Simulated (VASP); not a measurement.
Here is a VASP 6.6.1 calculation.

The input INCAR:

```
SYSTEM = CdS
PREC = Accurate
ENCUT = 520
EDIFF = 1E-6
ISMEAR = 0
SIGMA = 0.01
LREAL = .FALSE.
LASPH = .TRUE.
NELM = 80
ALGO = Normal
ISIF = 2
LWAVE = .FALSE.
LCHARG = .FALSE.
GGA = PE
NBANDS = 16
```

The input KPOINTS:

```
regular mesh
0
G
  6 6 6
  0 0 0
```

POSCAR

```
CdS
1.0
    4.1245540000      0.0000000000      0.0000000000
    2.0622770000      3.5719685433      0.0000000000
    2.0622770000      1.1906561811      3.3676842389
Cd S
1 1
Direct
    0.0000000000      0.0000000000      0.0000000000
    0.2500000000      0.2500000000      0.2500000000
```

Potentials or basis: VASP PAW PBE potentials, release 64 (Cd, S).

Command:

```sh
$ cat potpaw_PBE.64/Cd/POTCAR potpaw_PBE.64/S/POTCAR > POTCAR
$ mpirun -np 1 vasp_std > vasp.out
```

**Question.** Estimate the pressure.

**Answer.** 3.2 GPa.

**Question.** Estimate the band gap on the k mesh.

**Answer.** 1.15 eV, direct.

A hybrid or GW would open this gap; PBE tends to underestimate it.
